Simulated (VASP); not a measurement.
Input of a VASP 6.6.1 run:

File INCAR:

```
PREC     = Accurate       # precision mode
ENCUT    = 520            # plane-wave cutoff, eV
EDIFF    = 1E-6           # SCF threshold, eV
ISMEAR   = -1             # smearing method
SIGMA    = 0.05           # smearing width, eV
LREAL    = False          # projectors in reciprocal space
LASPH    = True           # aspherical terms in the spheres
NELM     = 60             # most SCF steps
ALGO     = Normal         # electronic algorithm
ISIF     = 2              # what is computed and relaxed
LWAVE    = False          # write WAVECAR
LCHARG   = True           # write CHGCAR
LELF     = True           # ELF
LVHAR    = True         
NBANDS   = 12             # bands
```

The input KPOINTS:

```
Automatic mesh
0
Gamma
  16 16 16
```

The input POSCAR:

```
Nb
1.0
    0.0000000000      2.0657341353      2.0657341353
    2.0657341353      0.0000000000      2.0657341353
    2.0657341353      2.0657341353      0.0000000000
Nb
1
Direct
    0.0000000000      0.0000000000      0.0000000000
```

Potentials or basis: VASP PAW LDA potentials, release 64 (Nb_sv).

Run with:

```sh
$ cat potpaw_LDA.64/Nb_sv/POTCAR > POTCAR
$ mpirun -np 1 vasp_std > vasp.out
```

(1) Predict the pressure.

(2) What does it give for the band gap on the k mesh?

Answers

(1) 1.0 GPa.

(2) zero (an odd number of electrons rules out a gap without spin polarisation).
